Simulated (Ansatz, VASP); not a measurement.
# HPbNO4 in VASP and in Ansatz

```
H Pb N O
1.0
     4.27531   -0.00040    0.00636
    -2.08399    5.20775   -0.04907
    -2.12377   -1.86574    4.91491
H Pb N O
1 1 1 4
Direct
  0.99073 0.03330 0.90994
  0.50274 0.81989 0.14287
  0.00838 0.47408 0.50265
  0.99816 0.92741 0.02877
  0.19467 0.73435 0.60852
  0.81673 0.35882 0.24556
  0.01381 0.33121 0.65217
```

Alike in both runs: functional BLYP; k mesh 6 × 4 × 4; occupations fermi-dirac, width 0.05 eV; no spin polarisation.

|  | VASP | Ansatz |
| --- | --- | --- |
| version | VASP 6.6.1 | Ansatz 0.2.0 |
| potentials or method | VASP PAW PBE potentials, release 64 (H, Pb_d, N, O), cutoff 520 eV | all-electron LAPW, scalar-relativistic |
| task | single point | band structure |

```tsv
	VASP	Ansatz	Ansatz less VASP
gap on the k mesh at the Fermi level (eV)	2.80	2.84	+0.040
least direct gap on the mesh (eV)	3.09	3.13	+0.042
pressure (GPa)	2.9	2.2	-0.65
traceless stress, the component that is largest in VASP (GPa)	-1.41	-0.65	+0.763
rms of the force components (eV/Å)	0.332	0.188	-0.1443
```

VASP's potentials were made for PBE, not for BLYP. Atom by atom the forces differ by 0.153 eV/Å (rms over components). Ansatz ran all-electron here, and VASP with PAW potentials.

Spin-orbit coupling is off throughout.
